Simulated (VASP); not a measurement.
Wanted: the native input for a VASP 6.6.1 run.

- Task: single point
- Functional: PBEsol
- Potentials or basis: VASP PAW PBE potentials, release 64 (V_sv, H)
- Cutoff: 520 eV
- k mesh: 11 × 11 × 11
- Occupations: fermi-dirac, width 0.05 eV
- Spin: no spin polarisation
- Dipole correction: no
- Further INCAR settings: ALGO = Normal; EDIFF = 1e-06; NBANDS = 14

The structure of VH2 lies in POSCAR:

```
VH2
1.0
    0.0000000000      2.0975786559      2.0975786559
    2.0975786559      0.0000000000      2.0975786559
    2.0975786559      2.0975786559      0.0000000000
V H
1 2
Direct
   -0.0125000000     -0.0125000000     -0.0125000000
    0.7625000000      0.7625000000      0.7625000000
    0.2500000000      0.2500000000      0.2500000000
```

This cell differs from its parent crystal: shortest bond scaled by 0.9.

These files were run (other wordings do the same):

INCAR

```
SYSTEM = VH2
ALGO = Normal ; EDIFF = 1E-6
ENCUT = 520 ; GGA = PS
ISIF = 2 ; ISMEAR = -1
LASPH = .True. ; LCHARG = .False.
LREAL = .False. ; LWAVE = .False.
NBANDS = 14 ; NELM = 60
PREC = Accurate ; SIGMA = 0.05
```

KPOINTS

```
k-points
0
Gamma
  11 11 11
  0 0 0
```

Potentials or basis: VASP PAW PBE potentials, release 64 (V_sv, H).

Run with:

```sh
$ cat potpaw_PBE.64/V_sv/POTCAR potpaw_PBE.64/H/POTCAR > POTCAR
$ mpirun -np 1 vasp_std > vasp.out
```

It gave:

The pressure is -1.8 GPa. The largest force is 1.793 eV/Å.

Caveat: the cell differs from its parent crystal (shortest bond scaled by 0.9); the PAW data sets were made with another functional, which shifts forces and pressure a little.

It took 10 s on 1 thread of Intel(R) Xeon(R) 6975P-C (Granite Rapids), with other jobs on the host, peak memory 0.16 GiB.
